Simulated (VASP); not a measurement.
# Mg4Se (F-43m) in VASP: single point with PBE

Aim: the single point of Mg4Se with PBE.

Everything below comes from runs of VASP 6.6.1. Logs are shortened: lines on timing, memory, paths and dates and some standing lists are left out, and cuts for length are marked.

### Step 1. The cell of the first run

Symmetry: F-43m, No. 216, cubic system. The conventional cell has a = 8.238 Å, b = 8.238 Å, c = 8.238 Å, α = 90.00°, β = 90.00°, γ = 90.00°. Within 3.8 Å of Mg (site symmetry 3m) lie 6 Mg at 2.90 to 2.93 Å and 3 Se at 3.41 Å. Within 4.5 Å of Se (site symmetry -43m) lie 12 Mg at 3.41 Å.

The cell was built from a structure type or drawn by symmetry, and may not be a known phase.

### Step 2. Single point, PBE

Contents of INCAR:

```
SYSTEM = Mg4Se
ALGO     = Normal         ! electronic algorithm
EDIFF    = 1E-6           ! SCF threshold, eV
ENCUT    = 600            ! plane-wave cutoff, eV
GGA      = PE             ! functional
GGA_COMPAT= .False.      
ISIF     = 2              ! what is computed and relaxed
ISMEAR   = 0              ! smearing method
LASPH    = .True.         ! aspherical terms in the spheres
LCHARG   = .False.        ! write CHGCAR
LREAL    = .False.        ! projectors in reciprocal space
LWAVE    = .False.        ! write WAVECAR
NBANDS   = 15             ! bands
NELM     = 120            ! most SCF steps
PREC     = Accurate       ! precision mode
SIGMA    = 0.2            ! smearing width, eV
```

Contents of KPOINTS:

```
k-points
0
Gamma
  4 4 4
  0 0 0
```

Contents of POSCAR:

```
Mg4Se
1.0
    0.0000000000      4.1190864467      4.1190864467
    4.1190864467      0.0000000000      4.1190864467
    4.1190864467      4.1190864467      0.0000000000
Mg Se
4 1
Direct
    0.8743114465      0.8743114465      0.8743114465
    0.8743114465      0.8743114465      0.3770656606
    0.8743114465      0.3770656606      0.8743114465
    0.3770656606      0.8743114465      0.8743114465
    0.5000000000      0.5000000000      0.5000000000
```

Potentials or basis: VASP PAW PBE potentials, release 64 (Mg, Se).

Started as:

```
cat potpaw_PBE.64/Mg/POTCAR potpaw_PBE.64/Se/POTCAR > POTCAR
mpirun -np 1 vasp_std > vasp.out
```

OUTCAR:

```text
SYSTEM = Mg4Se
   EDIFF = 1E-6
   ENCUT = 600
   GGA = PE
   ISIF = 2
   ISMEAR = 0
   LASPH = .True.
   LREAL = .False.
   NELM = 120
   PREC = Accurate

 ion  position               nearest neighbor table
   1  0.874  0.874  0.874-   2 2.90   3 2.90   4 2.90   4 2.93   3 2.93   2 2.93
   2  0.874  0.874  0.377-   1 2.90   3 2.90   4 2.90   3 2.93   4 2.93   1 2.93
   3  0.874  0.377  0.874-   1 2.90   2 2.90   4 2.90   4 2.93   2 2.93   1 2.93
   4  0.377  0.874  0.874-   1 2.90   2 2.90   3 2.90   3 2.93   2 2.93   1 2.93
   5  0.500  0.500  0.500-

  LATTYP: Found a face centered cubic cell.
 ALAT       =     8.2381728934

  Lattice vectors:

 A1 = (   0.0000000000,   4.1190864467,   4.1190864467)
 A2 = (   4.1190864467,   0.0000000000,   4.1190864467)
 A3 = (   4.1190864467,   4.1190864467,   0.0000000000)

Analysis of symmetry for initial positions (statically):
=====================================================================
 Subroutine PRICEL returns:
 Original cell was already a primitive cell.

 Routine SETGRP: Setting up the symmetry group for a
 face centered cubic supercell.

 Subroutine GETGRP returns: Found 24 space group operations
 (whereof 24 operations were pure point group operations)
 out of a pool of 48 trial point group operations.

The static configuration has the point symmetry T_d .

Analysis of symmetry for dynamics (positions and initial velocities):
=====================================================================
 Subroutine PRICEL returns:
 Original cell was already a primitive cell.

 Routine SETGRP: Setting up the symmetry group for a
 face centered cubic supercell.

 Subroutine GETGRP returns: Found 24 space group operations
 (whereof 24 operations were pure point group operations)
 out of a pool of 48 trial point group operations.

The dynamic configuration has the point symmetry T_d .

 Subroutine INISYM returns: Found 24 space group operations
 (whereof 24 operations are pure point group operations),
 and found     1 'primitive' translations

----------------------------------------------------------------------------------------

                                     Primitive cell

  volume of cell :     139.7760

  direct lattice vectors                    reciprocal lattice vectors
     0.000000000  4.119086447  4.119086447    -0.121386139  0.121386139  0.121386139
     4.119086447  0.000000000  4.119086447     0.121386139 -0.121386139  0.121386139
     4.119086447  4.119086447  0.000000000     0.121386139  0.121386139 -0.121386139

  length of vectors
     5.825267918  5.825267918  5.825267918     0.210246960  0.210246960  0.210246960

  position of ions in fractional coordinates (direct lattice)
     0.874311447  0.874311447  0.874311447
     0.874311447  0.874311447  0.377065661
     0.874311447  0.377065661  0.874311447
     0.377065661  0.874311447  0.874311447
     0.500000000  0.500000000  0.500000000

  ion indices of the primitive-cell ions
   primitive index   ion index
                 1           1
                 2           2
                 3           3
                 4           4
                 5           5

----------------------------------------------------------------------------------------

 KPOINTS: k-points

Automatic generation of k-mesh.
 Grid dimensions read from file:
 generate k-points for:    4    4    4

 Generating k-lattice:

  Cartesian coordinates                     Fractional coordinates (reciprocal lattice)
    -0.030346535  0.030346535  0.030346535     0.250000000  0.000000000  0.000000000
     0.030346535 -0.030346535  0.030346535     0.000000000  0.250000000  0.000000000
     0.030346535  0.030346535 -0.030346535     0.000000000  0.000000000  0.250000000

  Length of vectors
     0.052561740  0.052561740  0.052561740

  Shift w.r.t. Gamma in fractional coordinates (k-lattice)
     0.000000000  0.000000000  0.000000000

 Subroutine IBZKPT returns following result:
 ===========================================

 Found      8 irreducible k-points:

 Following reciprocal coordinates:
            Coordinates               Weight
  0.000000  0.000000  0.000000      1.000000
  0.250000  0.000000  0.000000      8.000000
  0.500000  0.000000  0.000000      4.000000
  0.250000  0.250000  0.000000      6.000000
  0.500000  0.250000  0.000000     24.000000
 -0.250000  0.250000  0.000000     12.000000
  0.500000  0.500000  0.000000      3.000000
 -0.250000  0.500000  0.250000      6.000000
   k-points           NKPTS =      8   k-points in BZ     NKDIM =      8   number of bands    NBANDS=     15
   number of dos      NEDOS =    301   number of ions     NIONS =      5
   total plane-waves  NPLWV = 110592
   dimension x,y,z NGX =    48 NGY =   48 NGZ =   48
   dimension x,y,z NGXF=    96 NGYF=   96 NGZF=   96
   ions per type =               4   1
   NGX,Y,Z   is equivalent  to a cutoff of  13.70, 13.70, 13.70 a.u.
   NGXF,Y,Z  is equivalent  to a cutoff of  27.40, 27.40, 27.40 a.u.
 SYSTEM =  Mg4Se
   PREC   = accura    normal or accurate (medium, high low for compatibility)
   ISTART =      0    job   : 0-new  1-cont  2-samecut
   ICHARG =      2    charge: 1-file 2-atom 10-const
   ISPIN  =      1    spin polarized calculation?
   LNONCOLLINEAR =      F non collinear calculations
   LSORBIT =      F    spin-orbit coupling
   LASPH  =      T    aspherical Exc in radial PAW
   ENCUT  =  600.0 eV  44.10 Ry    6.64 a.u.  11.63 11.63 11.63*2*pi/ulx,y,z
   NELM   =    120;   NELMIN=  2; NELMDL= -5     # of ELM steps
   EDIFF  = 0.1E-05   stopping-criterion for ELM
   LREAL  =      F    real-space projection
[... 7 lines left out ...]
   TEBEG  =    0.0;   TEEND  =   0.0 temperature during run
   PSTRESS=    0.0 pullay stress
   NELECT =      14.0000    total number of electrons
   NUPDOWN=      -1.0000    fix difference up-down
   EMIN   =  10.00;   EMAX   =-10.00  energy-range for DOS
   EFERMI =   0.00;   METHOD = LEGACY
   ISMEAR =     0;   SIGMA  =   0.20  broadening in eV -4-tet -1-fermi 0-gaus
   EFERMI_NEDOS =   21; number of points for ismear=-14 and -15
   IALGO  =     38    algorithm
   IMIX   =      4    mixing-type and parameters
     AMIX     =   0.40;   BMIX     =  1.00
     AMIX_MAG =   1.60;   BMIX_MAG =  1.00
  volume/ion in A,a.u.               =      27.96       188.65
  Fermi-wavevector in a.u.,A,eV,Ry     =   0.760279  1.436720  7.864506  0.578025
  Thomas-Fermi vector in A             =   1.859262
   LORBIT       =      0    0 simple, 1 ext, 2 COOP (PROOUT), +10 PAW based schemes
   GGA     = PE    functional components
   LHFCALC =     F    Hartree Fock is set to
   AEXX    =    0.0000 exact exchange contribution
   IVDW    =     0    specifies the selected vdW correction
   LEPSILON=     F    determine dielectric tensor
   LRPA    =     F    only Hartree local field effects (RPA)
 non-spin polarized calculation
 Gauss-broadening in eV      SIGMA  =   0.20
  energy-cutoff  :      600.00
  volume of cell :      139.78
 maximum number of plane-waves:      4720
 NGX is ok and might be reduce to    48
   NGX = 23   NGY = 23   NGZ = 23

 number of electron      14.0000001 magnetization

 Free energy of the ion-electron system (eV)
  ---------------------------------------------------
  ext. energy  EPLUGINS =         0.00000000
  ---------------------------------------------------
  free energy    TOTEN  =        -8.51247393 eV

  energy without entropy =       -8.45447669  energy(sigma->0) =       -8.48347531

 E-fermi :   2.0680     XC(G=0):  -7.9066

 val. band max:        2.0589272861   @ k =  -0.2500   0.2500   0.0000
 cond. band min:       2.1809913812   @ k =   0.2500   0.0000   0.0000
 fundamental gap:      0.1220640951
 Fermi energy:         2.0679782540

 k-point     1 :       0.0000    0.0000    0.0000
  band No.  band energies     occupation
      1     -10.6939      2.00000
      2      -3.3346      2.00000
      3      -0.8907      2.00000
      4      -0.8907      2.00000
      5      -0.8907      2.00000
      6       0.6548      2.00000
      7       2.5163      0.00152
      8       2.5163      0.00152
      9       2.5163      0.00152
     10       3.5523      0.00000
     11       3.5523      0.00000
     12       3.5523      0.00000
     13       4.1580      0.00000
     14       4.1580      0.00000
     15       5.2584      0.00000

 k-point     2 :       0.2500    0.0000    0.0000
  band No.  band energies     occupation
      1     -10.6654      2.00000
      2      -3.4475      2.00000
      3      -0.9690      2.00000
      4      -0.9690      2.00000
      5      -0.9301      2.00000
      6       0.1771      2.00000
      7       2.1810      0.42422
      8       2.1810      0.42422
      9       2.4290      0.01068
     10       3.4792      0.00000
     11       3.4792      0.00000
     12       4.6746      0.00000
     13       5.7172      0.00000
     14       5.7172      0.00000
     15       6.8192      0.00000

 k-point     3 :       0.5000    0.0000    0.0000
  band No.  band energies     occupation
      1     -10.6364      2.00000
      2      -3.5373      2.00000
      3      -1.2522      2.00000
      4      -1.0340      2.00000
      5      -1.0340      2.00000
      6       0.2658      2.00000
      7       1.7585      1.97138
      8       1.7585      1.97138
      9       2.3367      0.05737
     10       4.4801      0.00000
     11       4.4801      0.00000
     12       5.9668      0.00000
     13       6.0321      0.00000
     14       6.0321      0.00000
     15       6.5698      0.00000
[... 55 lines left out ...]
 k-point     7 :       0.5000    0.5000    0.0000
  band No.  band energies     occupation
      1     -10.6198      2.00000
      2      -3.0214      2.00000
      3      -2.1103      2.00000
      4      -1.5220      2.00000
      5      -1.5220      2.00000
      6       0.3265      2.00000
      7       2.8650      0.00000
      8       3.0638      0.00000
      9       3.1295      0.00000
     10       3.1295      0.00000
     11       5.8011      0.00000
     12       5.9257      0.00000
     13       5.9257      0.00000
     14       6.4023      0.00000
     15       6.5233      0.00000

 k-point     8 :      -0.2500    0.5000    0.2500
  band No.  band energies     occupation
      1     -10.6192      2.00000
      2      -2.9290      2.00000
      3      -2.5477      2.00000
      4      -1.8214      2.00000
      5      -0.3912      2.00000
      6       0.7602      2.00000
      7       1.0493      2.00000
      8       2.7496      0.00000
      9       3.8185      0.00000
     10       3.9296      0.00000
     11       4.5703      0.00000
     12       4.8664      0.00000
     13       6.4910      0.00000
     14       6.7691      0.00000
     15       7.5182      0.00000

------------------------ aborting loop because EDIFF is reached ----------------------------------------

  FORCE on cell =-STRESS in cart. coord.  units (eV):
  Direction    XX          YY          ZZ          XY          YZ          ZX
  --------------------------------------------------------------------------------------
  -------------------------------------------------------------------------------------
  Total        0.3171340      0.3171340      0.3171340      0.0000000      0.0000000      0.0000000
  in kB        3.6351360      3.6351360      3.6351360      0.0000000      0.0000000      0.0000000
  external PRESSURE =       3.6351360 kB  Pullay stress =       0.0000000 kB

 VOLUME and BASIS-vectors are now :
 -----------------------------------------------------------------------------
  energy-cutoff  :      600.00
  volume of cell :      139.78
      direct lattice vectors                 reciprocal lattice vectors
     0.000000000  4.119086447  4.119086447    -0.121386139  0.121386139  0.121386139
     4.119086447  0.000000000  4.119086447     0.121386139 -0.121386139  0.121386139
     4.119086447  4.119086447  0.000000000     0.121386139  0.121386139 -0.121386139

 POSITION                                       TOTAL-FORCE (eV/Angst)
 -----------------------------------------------------------------------------------
      7.20273      7.20273      7.20273        -0.044367     -0.044367     -0.044367
      5.15453      5.15453      7.20273         0.044367      0.044367     -0.044367
      5.15453      7.20273      5.15453         0.044367     -0.044367      0.044367
      7.20273      5.15453      5.15453        -0.044367      0.044367      0.044367
      4.11909      4.11909      4.11909         0.000000      0.000000      0.000000
 -----------------------------------------------------------------------------------
    total drift:                                0.000000      0.000000      0.000000

  FREE ENERGIE OF THE ION-ELECTRON SYSTEM (eV)
  ---------------------------------------------------
  free  energy   TOTEN  =        -8.5124739339 eV

  energy  without entropy=       -8.4544766912  energy(sigma->0) =       -8.48347531
```

Wall time 32 s (1 thread of Intel Xeon Platinum 8488C (Sapphire Rapids), shared host); peak memory 0.31 GiB.

Results:

* Free energy: -8.5125 eV
* Pressure: 0.4 GPa
* Largest force: 0.077 eV/Å
* Band gap on the k mesh: zero (bands 7 and 8 overlap by 1.11 eV)

Forces in eV/Å, atoms in the order of the input:
```
Mg  -0.044 -0.044 -0.044
Mg   0.044  0.044 -0.044
Mg   0.044 -0.044  0.044
Mg  -0.044  0.044  0.044
Se   0.000  0.000  0.000
```

Levels at points of the mesh, in eV from the Fermi level:
```
           k point  band 4  band 5  band 6  band 7  band 8  band 9  band 10  band 11
(0.00, 0.00, 0.00)   -2.96   -2.96   -1.41    0.45    0.45    0.45     1.48     1.48
(0.50, 0.00, 0.00)   -3.10   -3.10   -1.80   -0.31   -0.31    0.27     2.41     2.41
(0.50, 0.50, 0.00)   -3.59   -3.59   -1.74    0.80    1.00    1.06     1.06     3.73
```
